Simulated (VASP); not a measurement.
# TaN (I4/mmm) in VASP: single point with PBEsol

Aim: the single point of TaN with PBEsol.

All numbers are computed with VASP 6.6.1; they aren't measurements. Logs are shortened: lines on timing, memory, paths and dates and some standing lists are left out, and cuts for length are marked.

## 1. The cell of the first run

The structure is tetragonal, space group I4/mmm (No. 139). Conventional cell: a = 3.032 Å, b = 3.032 Å, c = 4.502 Å, α = 90.00°, β = 90.00°, γ = 90.00°. Ta (site symmetry 4/mmm) has 6 N at 2.14 to 2.25 Å within 2.8 Å. Within 2.8 Å of N (site symmetry 4/mmm) lie 6 Ta at 2.14 to 2.25 Å.

## 2. Single point, PBEsol

The input, INCAR:

```
ALGO = Normal ; EDIFF = 1E-6
ENCUT = 700 ; GGA = PS
GGA_COMPAT = F ; ISIF = 2
ISMEAR = 0 ; LASPH = T
LCHARG = F ; LREAL = F
LWAVE = F ; NBANDS = 16
NELM = 120 ; PREC = Accurate
SIGMA = 0.15
```

The input, KPOINTS:

```
k-points
0
Gamma
  20 20 20
```

The input, POSCAR:

```
TaN
1.0
    0.0000000000      2.1438486919      2.2510411265
    2.1438486919      0.0000000000      2.2510411265
    2.1438486919      2.1438486919      0.0000000000
Ta N
1 1
Direct
    0.5000000000      0.5000000000      0.5000000000
    0.0000000000      0.0000000000      0.0000000000
```

Potentials or basis: VASP PAW PBE potentials, release 64 (Ta_sv_GW, N).

Launch:

```bash
> cat potpaw_PBE.64/Ta_sv_GW/POTCAR potpaw_PBE.64/N/POTCAR > POTCAR
> mpirun -np 1 vasp_std > vasp.out
```

OUTCAR:

```text
EDIFF = 1E-6
   ENCUT = 700
   GGA = PS
   ISIF = 2
   ISMEAR = 0
   LASPH = T
   LREAL = F
   NELM = 120
   PREC = Accurate

 ion  position               nearest neighbor table
   1  0.500  0.500  0.500-   2 2.14   2 2.14   2 2.14   2 2.14   2 2.25   2 2.25
   2  0.000  0.000  0.000-   1 2.14   1 2.14   1 2.14   1 2.14   1 2.25   1 2.25

  LATTYP: Found a body centered tetragonal cell.
 ALAT       =     3.0318598958
 C/A-ratio  =     1.4849242405

  Lattice vectors:

 A1 = (  -2.1438486919,   0.0000000000,   2.2510411265)
 A2 = (   2.1438486919,   0.0000000000,   2.2510411265)
 A3 = (   0.0000000000,   2.1438486919,  -2.2510411265)

Analysis of symmetry for initial positions (statically):
=====================================================================
 Subroutine PRICEL returns:
 Original cell was already a primitive cell.

 Routine SETGRP: Setting up the symmetry group for a
 body centered tetragonal supercell.

 Subroutine GETGRP returns: Found 16 space group operations
 (whereof 16 operations were pure point group operations)
 out of a pool of 16 trial point group operations.

The static configuration has the point symmetry D_4h.

Analysis of symmetry for dynamics (positions and initial velocities):
=====================================================================
 Subroutine PRICEL returns:
 Original cell was already a primitive cell.

 Routine SETGRP: Setting up the symmetry group for a
 body centered tetragonal supercell.

 Subroutine GETGRP returns: Found 16 space group operations
 (whereof 16 operations were pure point group operations)
 out of a pool of 16 trial point group operations.

The dynamic configuration has the point symmetry D_4h.

 Subroutine INISYM returns: Found 16 space group operations
 (whereof 16 operations are pure point group operations),
 and found     1 'primitive' translations

----------------------------------------------------------------------------------------

                                     Primitive cell

  volume of cell :      20.6920

  direct lattice vectors                    reciprocal lattice vectors
     0.000000000  2.143848692  2.251041127    -0.233225415  0.233225415  0.222119442
     2.143848692  0.000000000  2.251041127     0.233225415 -0.233225415  0.222119442
     2.143848692  2.143848692  0.000000000     0.233225415  0.233225415 -0.222119442

  length of vectors
     3.108580603  3.108580603  3.031859896     0.397649638  0.397649638  0.397649638

  position of ions in fractional coordinates (direct lattice)
     0.500000000  0.500000000  0.500000000
     0.000000000  0.000000000  0.000000000

  ion indices of the primitive-cell ions
   primitive index   ion index
                 1           1
                 2           2

----------------------------------------------------------------------------------------

 KPOINTS: k-points

Automatic generation of k-mesh.
 Grid dimensions read from file:
 generate k-points for:   20   20   20

 Generating k-lattice:

  Cartesian coordinates                     Fractional coordinates (reciprocal lattice)
    -0.011661271  0.011661271  0.011105972     0.050000000  0.000000000  0.000000000
     0.011661271 -0.011661271  0.011105972     0.000000000  0.050000000  0.000000000
     0.011661271  0.011661271 -0.011105972    -0.000000000 -0.000000000  0.050000000

  Length of vectors
     0.019882482  0.019882482  0.019882482

  Shift w.r.t. Gamma in fractional coordinates (k-lattice)
     0.000000000  0.000000000  0.000000000

 Subroutine IBZKPT returns following result:
 ===========================================

 Found    641 irreducible k-points:

 Following reciprocal coordinates:
            Coordinates               Weight
  0.000000  0.000000  0.000000      1.000000
  0.050000 -0.000000  0.000000      8.000000
  0.100000  0.000000  0.000000      8.000000
  0.150000  0.000000  0.000000      8.000000
  0.200000  0.000000  0.000000      8.000000
  0.250000 -0.000000  0.000000      8.000000
[... 16 lines left out ...]
 -0.400000  0.050000  0.000000      8.000000
 -0.350000  0.050000  0.000000      8.000000
 [... further k-points ...]
   k-points           NKPTS =    641   k-points in BZ     NKDIM =    641   number of bands    NBANDS=     16
   number of dos      NEDOS =    301   number of ions     NIONS =      2
   total plane-waves  NPLWV =  21952
   dimension x,y,z NGX =    28 NGY =   28 NGZ =   28
   dimension x,y,z NGXF=    56 NGYF=   56 NGZF=   56
   ions per type =               1   1
   NGX,Y,Z   is equivalent  to a cutoff of  14.97, 14.97, 15.35 a.u.
   NGXF,Y,Z  is equivalent  to a cutoff of  29.95, 29.95, 30.71 a.u.
 SYSTEM =  unknown system
   PREC   = accura    normal or accurate (medium, high low for compatibility)
   ISTART =      0    job   : 0-new  1-cont  2-samecut
   ICHARG =      2    charge: 1-file 2-atom 10-const
   ISPIN  =      1    spin polarized calculation?
   LNONCOLLINEAR =      F non collinear calculations
   LSORBIT =      F    spin-orbit coupling
   LASPH  =      T    aspherical Exc in radial PAW
   ENCUT  =  700.0 eV  51.45 Ry    7.17 a.u.   6.71  6.71  6.54*2*pi/ulx,y,z
   NELM   =    120;   NELMIN=  2; NELMDL= -5     # of ELM steps
   EDIFF  = 0.1E-05   stopping-criterion for ELM
   LREAL  =      F    real-space projection
   EDIFFG = 0.1E-04   stopping-criterion for IOM
   NSW    =      0    number of steps for IOM
   IBRION =     -1    ionic relax: 0-MD 1-quasi-New 2-CG
   NFREE  =      0    steps in history (QN), initial steepest desc. (CG)
   ISIF   =      2    stress and relaxation
   ISYM   =      2    0-nonsym 1-usesym 2-fastsym
   POTIM  = 0.5000    time-step for ionic-motion
   TEBEG  =    0.0;   TEEND  =   0.0 temperature during run
   PSTRESS=    0.0 pullay stress
   NELECT =      18.0000    total number of electrons
   NUPDOWN=      -1.0000    fix difference up-down
   EMIN   =  10.00;   EMAX   =-10.00  energy-range for DOS
   EFERMI =   0.00;   METHOD = LEGACY
   ISMEAR =     0;   SIGMA  =   0.15  broadening in eV -4-tet -1-fermi 0-gaus
   EFERMI_NEDOS =   21; number of points for ismear=-14 and -15
   IALGO  =     38    algorithm
   IMIX   =      4    mixing-type and parameters
     AMIX     =   0.40;   BMIX     =  1.00
     AMIX_MAG =   1.60;   BMIX_MAG =  1.00
  volume/ion in A,a.u.               =      10.35        69.82
  Fermi-wavevector in a.u.,A,eV,Ry     =   1.562782  2.953230 33.229345  2.442288
  Thomas-Fermi vector in A             =   2.665650
   LORBIT       =      0    0 simple, 1 ext, 2 COOP (PROOUT), +10 PAW based schemes
   GGA     = PS    functional components
   LHFCALC =     F    Hartree Fock is set to
   AEXX    =    0.0000 exact exchange contribution
   IVDW    =     0    specifies the selected vdW correction
   LEPSILON=     F    determine dielectric tensor
   LRPA    =     F    only Hartree local field effects (RPA)
 non-spin polarized calculation
 Gauss-broadening in eV      SIGMA  =   0.15
  energy-cutoff  :      700.00
  volume of cell :       20.69
 maximum number of plane-waves:       901
   NGX = 13   NGY = 13   NGZ = 13

 number of electron      17.9999999 magnetization

 Free energy of the ion-electron system (eV)
  ---------------------------------------------------
  ext. energy  EPLUGINS =         0.00000000
  ---------------------------------------------------
  free energy    TOTEN  =       -25.70063296 eV

  energy without entropy =      -25.69211424  energy(sigma->0) =      -25.69637360

 E-fermi :  14.0521     XC(G=0): -14.1145

 val. band max:       14.0461152295   @ k =  -0.3000   0.3500   0.1000
 cond. band min:      14.0570338622   @ k =   0.2500   0.1000   0.0500
 fundamental gap:      0.0109186326
 Fermi energy:        14.0521282634

 k-point     1 :       0.0000    0.0000    0.0000
  band No.  band energies     occupation
      1     -55.3736      2.00000
      2     -21.5643      2.00000
      3     -21.5452      2.00000
      4     -21.5452      2.00000
      5      -4.9593      2.00000
      6      10.0458      2.00000
[... 8 lines left out ...]
     15      23.2324      0.00000
     16      38.2768      0.00000

 k-point     2 :       0.0500   -0.0000    0.0000
  band No.  band energies     occupation
      1     -55.3720      2.00000
      2     -21.5800      2.00000
      3     -21.5583      2.00000
      4     -21.5466      2.00000
      5      -4.8941      2.00000
      6       9.7484      2.00000
[... 8 lines left out ...]
     15      23.4282      0.00000
     16      37.1386      0.00000

 k-point     3 :       0.1000    0.0000    0.0000
  band No.  band energies     occupation
      1     -55.3673      2.00000
      2     -21.6508      2.00000
      3     -21.5703      2.00000
      4     -21.5506      2.00000
      5      -4.7031      2.00000
      6       9.0191      2.00000
[... 8 lines left out ...]
     15      23.9879      0.00000
     16      35.4021      0.00000

 k-point     4 :       0.1500    0.0000    0.0000
  band No.  band energies     occupation
      1     -55.3601      2.00000
      2     -21.7633      2.00000
      3     -21.5848      2.00000
      4     -21.5567      2.00000
      5      -4.3997      2.00000
      6       8.1176      2.00000
[... 8 lines left out ...]
     15      24.8252      0.00000
     16      33.6452      0.00000
[... 324 lines left out ...]
 k-point    22 :      -0.4500    0.0500    0.0000
  band No.  band energies     occupation
      1     -55.3083      2.00000
      2     -22.4975      2.00000
      3     -21.6997      2.00000
      4     -21.5999      2.00000
      5      -1.7678      2.00000
      6       3.5599      2.00000
[... 8 lines left out ...]
     15      25.9295      0.00000
     16      26.3429      0.00000

 k-point    23 :      -0.4000    0.0500    0.0000
  band No.  band energies     occupation
      1     -55.3117      2.00000
      2     -22.4528      2.00000
      3     -21.6960      2.00000
      4     -21.5923      2.00000
      5      -1.9855      2.00000
      6       3.8591      2.00000
[... 8 lines left out ...]
     15      26.1996      0.00000
     16      26.6300      0.00000

 k-point    24 :      -0.3500    0.0500    0.0000
  band No.  band energies     occupation
      1     -55.3178      2.00000
      2     -22.3695      2.00000
      3     -21.6862      2.00000
      4     -21.5831      2.00000
      5      -2.3578      2.00000
      6       4.3851      2.00000
[... 8 lines left out ...]
     15      26.2343      0.00000
     16      27.6950      0.00000

 [... further k-points ...]
[... 5 lines left out ...]
  --------------------------------------------------------------------------------------
  -------------------------------------------------------------------------------------
  Total        2.0608900      2.0608900     -1.5363979      0.0000000     -0.0000000     -0.0000000
  in kB      159.5745788    159.5745788   -118.9631861      0.0000000     -0.0000000     -0.0000000
  external PRESSURE =      66.7286572 kB  Pullay stress =       0.0000000 kB

 VOLUME and BASIS-vectors are now :
 -----------------------------------------------------------------------------
  energy-cutoff  :      700.00
  volume of cell :       20.69
      direct lattice vectors                 reciprocal lattice vectors
     0.000000000  2.143848692  2.251041127    -0.233225415  0.233225415  0.222119442
     2.143848692  0.000000000  2.251041127     0.233225415 -0.233225415  0.222119442
     2.143848692  2.143848692  0.000000000     0.233225415  0.233225415 -0.222119442

 POSITION                                       TOTAL-FORCE (eV/Angst)
 -----------------------------------------------------------------------------------
      2.14385      2.14385      2.25104         0.000000      0.000000      0.000000
      0.00000      0.00000      0.00000        -0.000000     -0.000000     -0.000000
 -----------------------------------------------------------------------------------
    total drift:                                0.000000      0.000000      0.000000

  FREE ENERGIE OF THE ION-ELECTRON SYSTEM (eV)
  ---------------------------------------------------
  free  energy   TOTEN  =       -25.7006329597 eV

  energy  without entropy=      -25.6921142396  energy(sigma->0) =      -25.69637360
```

Run time: 2.4 min. Hardware: 1 thread of Intel Xeon 6975P-C (Granite Rapids), shared host; peak memory 0.47 GiB.

What came out:

* Free energy: -25.7006 eV
* Pressure: 6.7 GPa
* Band gap on the k mesh: zero (bands 9 and 10 overlap by 3.97 eV)

Caveat: the stress differs along the axes, from -12 to 16 GPa; the PAW data sets were made with another functional, which shifts forces and pressure a little; spin-orbit coupling is left out, which moves the levels of the heavy elements.
